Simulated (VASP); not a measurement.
# Nb (P6_3/mmc) in VASP: further runs

Runs on Nb. Level: PBEsol. Tasks: single point.

All numbers are computed with VASP 6.6.1; they aren't measurements. Logs are shortened: lines on timing, memory, paths and dates and some standing lists are left out, and cuts for length are marked.

**1. The cell of the first run**

Symmetry: P6_3/mmc, No. 194, hexagonal system. Conventional cell: a = 2.427 Å, b = 2.427 Å, c = 4.240 Å, α = 90.00°, β = 90.00°, γ = 120.00°. Within 3.2 Å of Nb (site symmetry -6m2) lie 12 Nb at 2.43 to 2.54 Å.

This isn't the form of Nb at room conditions, which is bcc.

**2. Single point, PBEsol**

INCAR

```
  PREC = Accurate
  ENCUT = 520
  EDIFF = 1E-7
  ISMEAR = -1
  SIGMA = 0.05
  LREAL = False
  LASPH = True
  NELM = 80
  ALGO = Normal
  ISIF = 2
  LWAVE = False
  LCHARG = True
  GGA = PS
  LELF = True
  LVHAR = True
  NBANDS = 20
```

KPOINTS

```
regular mesh
0
Gamma
  17 17 9
```

POSCAR

```
Nb
1.0
    2.4269818349      0.0000000000      0.0000000000
   -1.2134909175      2.1018279236      0.0000000000
    0.0000000000      0.0000000000      4.2403983909
Nb
2
Direct
    0.3333333333      0.6666666667      0.2500000000
    0.6666666667      0.3333333333      0.7500000000
```

Potentials or basis: VASP PAW PBE potentials, release 64 (Nb_sv).

Run with:

```bash
$ cat potpaw_PBE.64/Nb_sv/POTCAR > POTCAR
$ mpirun -np 1 vasp_std > vasp.out
```

OUTCAR:

```text
PREC = Accurate
   ENCUT = 520
   EDIFF = 1E-7
   ISMEAR = -1
   LREAL = False
   LASPH = True
   NELM = 80
   ISIF = 2
   GGA = PS

 ion  position               nearest neighbor table
   1  0.333  0.667  0.250-   2 2.54   2 2.54   2 2.54   2 2.54   2 2.54   2 2.54
   2  0.667  0.333  0.750-   1 2.54   1 2.54   1 2.54   1 2.54   1 2.54   1 2.54

  LATTYP: Found a hexagonal cell.
 ALAT       =     2.4269818349
 C/A-ratio  =     1.7471899995

  Lattice vectors:

 A1 = (   2.4269818349,   0.0000000000,   0.0000000000)
 A2 = (  -1.2134909175,   2.1018279236,   0.0000000000)
 A3 = (   0.0000000000,   0.0000000000,   4.2403983909)

Analysis of symmetry for initial positions (statically):
=====================================================================
 Subroutine PRICEL returns:
 Original cell was already a primitive cell.

 Routine SETGRP: Setting up the symmetry group for a
 hexagonal supercell.

 Subroutine GETGRP returns: Found 24 space group operations
 (whereof 12 operations were pure point group operations)
 out of a pool of 24 trial point group operations.

The static configuration has the point symmetry D_3d.
 The point group associated with its full space group is D_6h.

Analysis of symmetry for dynamics (positions and initial velocities):
=====================================================================
 Subroutine PRICEL returns:
 Original cell was already a primitive cell.

 Routine SETGRP: Setting up the symmetry group for a
 hexagonal supercell.

 Subroutine GETGRP returns: Found 24 space group operations
 (whereof 12 operations were pure point group operations)
 out of a pool of 24 trial point group operations.

The dynamic configuration has the point symmetry D_3d.
 The point group associated with its full space group is D_6h.

 Subroutine INISYM returns: Found 24 space group operations
 (whereof 12 operations are pure point group operations),
 and found     1 'primitive' translations

----------------------------------------------------------------------------------------

                                     Primitive cell

  volume of cell :      21.6307

  direct lattice vectors                    reciprocal lattice vectors
     2.426981835  0.000000000  0.000000000     0.412034398  0.237888171  0.000000000
    -1.213490917  2.101827924  0.000000000     0.000000000  0.475776342  0.000000000
[... 79 lines left out ...]
   ISPIN  =      1    spin polarized calculation?
   LNONCOLLINEAR =      F non collinear calculations
   LSORBIT =      F    spin-orbit coupling
   LASPH  =      T    aspherical Exc in radial PAW
   ENCUT  =  520.0 eV  38.22 Ry    6.18 a.u.   4.51  4.51  7.88*2*pi/ulx,y,z
   NELM   =     80;   NELMIN=  2; NELMDL= -5     # of ELM steps
   EDIFF  = 0.1E-06   stopping-criterion for ELM
   LREAL  =      F    real-space projection
   EDIFFG = 0.1E-05   stopping-criterion for IOM
   NSW    =      0    number of steps for IOM
   IBRION =     -1    ionic relax: 0-MD 1-quasi-New 2-CG
   NFREE  =      0    steps in history (QN), initial steepest desc. (CG)
   ISIF   =      2    stress and relaxation
   ISYM   =      2    0-nonsym 1-usesym 2-fastsym
   POTIM  = 0.5000    time-step for ionic-motion
   TEBEG  =    0.0;   TEEND  =   0.0 temperature during run
   PSTRESS=    0.0 pullay stress
   NELECT =      26.0000    total number of electrons
   NUPDOWN=      -1.0000    fix difference up-down
   EMIN   =  10.00;   EMAX   =-10.00  energy-range for DOS
   EFERMI =   0.00;   METHOD = LEGACY
   ISMEAR =    -1;   SIGMA  =   0.05  broadening in eV -4-tet -1-fermi 0-gaus
   EFERMI_NEDOS =   21; number of points for ismear=-14 and -15
   IALGO  =     38    algorithm
   IMIX   =      4    mixing-type and parameters
     AMIX     =   0.40;   BMIX     =  1.00
     AMIX_MAG =   1.60;   BMIX_MAG =  1.00
  volume/ion in A,a.u.               =      10.82        72.99
  Fermi-wavevector in a.u.,A,eV,Ry     =   1.740641  3.289334 41.223346  3.029830
  Thomas-Fermi vector in A             =   2.813251
   LORBIT       =      0    0 simple, 1 ext, 2 COOP (PROOUT), +10 PAW based schemes
   GGA     = PS    functional components
   LHFCALC =     F    Hartree Fock is set to
   AEXX    =    0.0000 exact exchange contribution
   IVDW    =     0    specifies the selected vdW correction
   LEPSILON=     F    determine dielectric tensor
   LRPA    =     F    only Hartree local field effects (RPA)
 non-spin polarized calculation
  energy-cutoff  :      520.00
  volume of cell :       21.63
 maximum number of plane-waves:       604
 NGX is ok and might be reduce to    18
   NGX =  9   NGY =  9   NGZ = 15

 number of electron      26.0000004 magnetization

 Free energy of the ion-electron system (eV)
  ---------------------------------------------------
  ext. energy  EPLUGINS =         0.00000000
  ---------------------------------------------------
  free energy    TOTEN  =       -14.61845362 eV

  energy without entropy =      -14.60653972  energy(sigma->0) =      -14.61249667

 E-fermi :  20.5431     XC(G=0): -15.5083

 val. band max:       20.5361484431   @ k =   0.1765   0.0000   0.4444
 cond. band min:      20.5466589679   @ k =   0.2941  -0.0000   0.1111
 fundamental gap:      0.0105105248
 Fermi energy:        20.5431187573

 k-point     1 :       0.0000    0.0000    0.0000
  band No.  band energies     occupation
      1     -35.1296      2.00000
      2     -33.9419      2.00000
      3     -13.2357      2.00000
      4      -8.1733      2.00000
      5      -8.0482      2.00000
      6      -8.0482      2.00000
[... 541 lines left out ...]
     19      28.1633      0.00000
     20      37.4565      0.00000

 [... further k-points ...]

------------------------ aborting loop because EDIFF is reached ----------------------------------------

  FORCE on cell =-STRESS in cart. coord.  units (eV):
  Direction    XX          YY          ZZ          XY          YZ          ZX
  --------------------------------------------------------------------------------------
  -------------------------------------------------------------------------------------
  Total       29.6675604     29.6675604     29.6406775     -0.0000000      0.0000000      0.0000000
  in kB     2197.4655391   2197.4655392   2195.4743299     -0.0000001      0.0000000      0.0000000
  external PRESSURE =    2196.8018027 kB  Pullay stress =       0.0000000 kB

 VOLUME and BASIS-vectors are now :
 -----------------------------------------------------------------------------
  energy-cutoff  :      520.00
  volume of cell :       21.63
      direct lattice vectors                 reciprocal lattice vectors
     2.426981835  0.000000000  0.000000000     0.412034398  0.237888171  0.000000000
    -1.213490917  2.101827924  0.000000000     0.000000000  0.475776342  0.000000000
     0.000000000  0.000000000  4.240398391     0.000000000  0.000000000  0.235826898

 POSITION                                       TOTAL-FORCE (eV/Angst)
 -----------------------------------------------------------------------------------
     -0.00000      1.40122      1.06010        -0.000000      0.000000      0.000000
      1.21349      0.70061      3.18030         0.000000      0.000000      0.000000
 -----------------------------------------------------------------------------------
    total drift:                                0.000000     -0.000000      0.000000

  FREE ENERGIE OF THE ION-ELECTRON SYSTEM (eV)
  ---------------------------------------------------
  free  energy   TOTEN  =       -14.6184536224 eV

  energy  without entropy=      -14.6065397175  energy(sigma->0) =      -14.61249667
```

stdout:

```text
POSCAR found type information on POSCAR Nb
 POSCAR found :  1 types and       2 ions
 scaLAPACK will be used
 -----------------------------------------------------------------------------
|                                                                             |
|                                                                             |
|     You enforced a specific xc type in the INCAR file but a different       |
|     I HOPE YOU KNOW WHAT YOU ARE DOING!                                     |
|                                                                             |
 -----------------------------------------------------------------------------

 LDA part: xc-table for (Slater+PW92), standard interpolation
 POSCAR, INCAR and KPOINTS ok, starting setup
 FFT: planning ... GRIDC
 FFT: planning ... GRID_SOFT
 FFT: planning ... GRID
 WAVECAR not read
 entering main loop
```

Run time: 77 s. Hardware: 1 thread of Intel Xeon 8259CL, shared host; peak memory 0.17 GiB.

Results:

| Quantity | Value |
| --- | --- |
| Free energy | -14.6185 eV |
| Pressure | 219.7 GPa |
| Band gap on the k mesh | zero (bands 13 and 14 overlap by 3.18 eV) |

Levels at points of the mesh, in eV from the Fermi level:
| k point | band 10 | band 11 | band 12 | band 13 | band 14 | band 15 | band 16 | band 17 |
| --- | --- | --- | --- | --- | --- | --- | --- | --- |
| (0.00, 0.00, 0.00) | -5.97 | -2.19 | -0.70 | -0.70 | 0.44 | 0.44 | 3.11 | 3.11 |

Caveat: the cell stands under pressure; the PAW data sets were made with another functional, which shifts forces and pressure a little.

**3. Single point, PBEsol (10.82 Å³/atom)**

INCAR

```
SYSTEM = Nb
PREC     = Accurate       ! precision mode
ENCUT    = 520            ! plane-wave cutoff, eV
EDIFF    = 1E-6           ! SCF threshold, eV
ISMEAR   = -1             ! smearing method
SIGMA    = 0.05           ! smearing width, eV
LREAL    = .False.        ! projectors in reciprocal space
LASPH    = .True.         ! aspherical terms in the spheres
NELM     = 80             ! most SCF steps
ALGO     = Normal         ! electronic algorithm
ISIF     = 2              ! what is computed and relaxed
LWAVE    = .False.        ! write WAVECAR
LCHARG   = .True.         ! write CHGCAR
GGA      = PS             ! functional
LELF     = .True.         ! ELF
LVHAR    = .True.       
NBANDS   = 20             ! bands
```

KPOINTS

```
regular mesh
0
Gamma
  17 17 9
  0 0 0
```

POSCAR is that of step 2.

Potentials or basis: VASP PAW PBE potentials, release 64 (Nb_sv).

Run with:

```bash
$ cat potpaw_PBE.64/Nb_sv/POTCAR > POTCAR
$ mpirun -np 1 vasp_std > vasp.out
```

Run time: 81 s. Hardware: 1 thread of Intel Xeon 8259CL, shared host; peak memory 0.17 GiB.

The run converged. Its results:

| Item | Value |
| --- | --- |
| Free energy | -14.6185 eV |
| Pressure | 219.7 GPa |
| Band gap on the k mesh | zero (bands 13 and 14 overlap by 3.18 eV) |

Stress tensor (GPa, compression positive):
```
219.74   0.00   0.00
  0.00 219.74   0.00
  0.00   0.00 219.55
```

Levels at points of the mesh, in eV from the Fermi level:
```tsv
k point	band 10	band 11	band 12	band 13	band 14	band 15	band 16	band 17
(0.00, 0.00, 0.00)	-5.97	-2.19	-0.70	-0.70	0.44	0.44	3.11	3.11
```

Caveat: the cell stands under pressure; the PAW data sets were made with another functional, which shifts forces and pressure a little.

**4. Single point, PBEsol**

This run uses another cell than the first one, of 12.26 Å³/atom.

INCAR

```
SYSTEM = Nb
  PREC = Accurate
  ENCUT = 520
  EDIFF = 1E-6
  ISMEAR = -1
  SIGMA = 0.05
  LREAL = .False.
  LASPH = .True.
  NELM = 100
  ALGO = Normal
  ISIF = 2
  LWAVE = .False.
  LCHARG = .False.
  GGA = PS
  NBANDS = 20
```

KPOINTS is that of step 3.

POSCAR

```
Nb
1.0
    2.5152674117      0.0000000000      0.0000000000
   -1.2576337059      2.1782854759      0.0000000000
    0.0000000000      0.0000000000      4.4743406629
Nb
2
Direct
    0.3333333333      0.6666666667      0.2500000000
    0.6666666667      0.3333333333      0.7500000000
```

Run with:

```bash
$ cat potpaw_PBE.64/Nb_sv/POTCAR > POTCAR
$ mpirun -np 1 vasp_std > vasp.out
```

It took 76 s on 1 thread of Intel Xeon 8259CL, shared host; peak memory 0.19 GiB.

The run converged. Its results:

```
Free energy            : -17.7340 eV
Pressure               : 132.6 GPa
Band gap on the k mesh : zero (bands 13 and 14 overlap by 3.34 eV)
```

Stress tensor (GPa, compression positive):
```
132.81   0.00   0.00
  0.00 132.81   0.00
  0.00   0.00 132.25
```

Levels at points of the mesh, in eV from the Fermi level:
| k point | band 10 | band 11 | band 12 | band 13 | band 14 | band 15 | band 16 | band 17 |
| --- | --- | --- | --- | --- | --- | --- | --- | --- |
| (0.00, 0.00, 0.00) | -5.38 | -1.92 | -0.30 | -0.30 | 0.60 | 0.60 | 3.07 | 3.19 |

Caveat: the cell stands under pressure; the PAW data sets were made with another functional, which shifts forces and pressure a little.

**5. Single point, PBEsol (12.26 Å³/atom)**

This run uses another cell than the first one, of 12.26 Å³/atom.

INCAR

```
PREC     = Accurate       # precision mode
ENCUT    = 520            # plane-wave cutoff, eV
EDIFF    = 1E-6           # SCF threshold, eV
ISMEAR   = -1             # smearing method
SIGMA    = 0.05           # smearing width, eV
LREAL    = False          # projectors in reciprocal space
LASPH    = True           # aspherical terms in the spheres
NELM     = 80             # most SCF steps
ALGO     = Normal         # electronic algorithm
ISIF     = 2              # what is computed and relaxed
LWAVE    = False          # write WAVECAR
LCHARG   = False          # write CHGCAR
GGA      = PS             # functional
NBANDS   = 20             # bands
```

KPOINTS

```
Automatic mesh
0
Gamma
  17 17 9
```

POSCAR: that of step 4 with these lines changed.

```diff
@@ -2,3 +2,3 @@
 1.0
-    2.5152674117      0.0000000000      0.0000000000
+    2.5152674118      0.0000000000      0.0000000000
    -1.2576337059      2.1782854759      0.0000000000
```

Potentials or basis: VASP PAW PBE potentials, release 64 (Nb_sv).

Run with:

```bash
$ cat potpaw_PBE.64/Nb_sv/POTCAR > POTCAR
$ mpirun -np 1 vasp_std > vasp.out
```

OUTCAR:

```text
PREC = Accurate
   ENCUT = 520
   EDIFF = 1E-6
   ISMEAR = -1
   LREAL = False
   LASPH = True
   NELM = 80
   ISIF = 2
   GGA = PS

 ion  position               nearest neighbor table
   1  0.333  0.667  0.250-   2 2.67   2 2.67   2 2.67   2 2.67   2 2.67   2 2.67
   2  0.667  0.333  0.750-   1 2.67   1 2.67   1 2.67   1 2.67   1 2.67   1 2.67

  LATTYP: Found a hexagonal cell.
 ALAT       =     2.5152674118
 C/A-ratio  =     1.7788727520

  Lattice vectors:

 A1 = (   2.5152674118,   0.0000000000,   0.0000000000)
 A2 = (  -1.2576337059,   2.1782854759,   0.0000000000)
 A3 = (   0.0000000000,   0.0000000000,   4.4743406629)

Analysis of symmetry for initial positions (statically):
=====================================================================
 Subroutine PRICEL returns:
 Original cell was already a primitive cell.

 Routine SETGRP: Setting up the symmetry group for a
 hexagonal supercell.

 Subroutine GETGRP returns: Found 24 space group operations
 (whereof 12 operations were pure point group operations)
[... 160 lines left out ...]
  ext. energy  EPLUGINS =         0.00000000
  ---------------------------------------------------
  free energy    TOTEN  =       -17.73399231 eV

  energy without entropy =      -17.71921137  energy(sigma->0) =      -17.72660184

 E-fermi :  17.9474     XC(G=0): -14.7499

 val. band max:       17.9380153171   @ k =   0.3529   0.1176   0.0000
 cond. band min:      17.9514482047   @ k =   0.2353   0.0588   0.0000
 fundamental gap:      0.0134328876
 Fermi energy:        17.9473999888

 k-point     1 :       0.0000    0.0000    0.0000
  band No.  band energies     occupation
      1     -37.1129      2.00000
      2     -36.3864      2.00000
      3     -14.7247      2.00000
      4     -11.1810      2.00000
      5     -10.9038      2.00000
      6     -10.9038      2.00000
[... 541 lines left out ...]
     19      24.6291      0.00000
     20      32.5122      0.00000

 [... further k-points ...]

------------------------ aborting loop because EDIFF is reached ----------------------------------------

  FORCE on cell =-STRESS in cart. coord.  units (eV):
  Direction    XX          YY          ZZ          XY          YZ          ZX
  --------------------------------------------------------------------------------------
  -------------------------------------------------------------------------------------
  Total       20.3211945     20.3211945     20.2352435      0.0000000      0.0000000      0.0000000
  in kB     1328.1031568   1328.1031568   1322.4857779      0.0000000      0.0000000      0.0000000
  external PRESSURE =    1326.2306972 kB  Pullay stress =       0.0000000 kB

 VOLUME and BASIS-vectors are now :
 -----------------------------------------------------------------------------
  energy-cutoff  :      520.00
  volume of cell :       24.51
      direct lattice vectors                 reciprocal lattice vectors
     2.515267412  0.000000000  0.000000000     0.397572042  0.229538325  0.000000000
    -1.257633706  2.178285476  0.000000000     0.000000000  0.459076650  0.000000000
     0.000000000  0.000000000  4.474340663     0.000000000  0.000000000  0.223496617

 POSITION                                       TOTAL-FORCE (eV/Angst)
 -----------------------------------------------------------------------------------
     -0.00000      1.45219      1.11859        -0.000000     -0.000000      0.000000
      1.25763      0.72610      3.35576         0.000000      0.000000      0.000000
 -----------------------------------------------------------------------------------
    total drift:                               -0.000000      0.000000     -0.000000

  FREE ENERGIE OF THE ION-ELECTRON SYSTEM (eV)
  ---------------------------------------------------
  free  energy   TOTEN  =       -17.7339923077 eV

  energy  without entropy=      -17.7192113652  energy(sigma->0) =      -17.72660184
```

stdout:

```text
POSCAR found type information on POSCAR Nb
 POSCAR found :  1 types and       2 ions
 scaLAPACK will be used
 -----------------------------------------------------------------------------
|                                                                             |
|                                                                             |
|     You enforced a specific xc type in the INCAR file but a different       |
|     I HOPE YOU KNOW WHAT YOU ARE DOING!                                     |
|                                                                             |
 -----------------------------------------------------------------------------

 LDA part: xc-table for (Slater+PW92), standard interpolation
 POSCAR, INCAR and KPOINTS ok, starting setup
 FFT: planning ... GRIDC
 FFT: planning ... GRID_SOFT
 FFT: planning ... GRID
 WAVECAR not read
 entering main loop
```

It took 68 s on 1 thread of Intel Xeon 8259CL, shared host; peak memory 0.19 GiB.

Results:

| Quantity | Value |
| --- | --- |
| Free energy | -17.7340 eV |
| Pressure | 132.6 GPa |
| Band gap on the k mesh | zero (bands 13 and 14 overlap by 3.34 eV) |

Stress tensor (GPa, compression positive):
```
132.81   0.00   0.00
  0.00 132.81   0.00
  0.00   0.00 132.25
```

Caveat: the cell stands under pressure; the PAW data sets were made with another functional, which shifts forces and pressure a little.
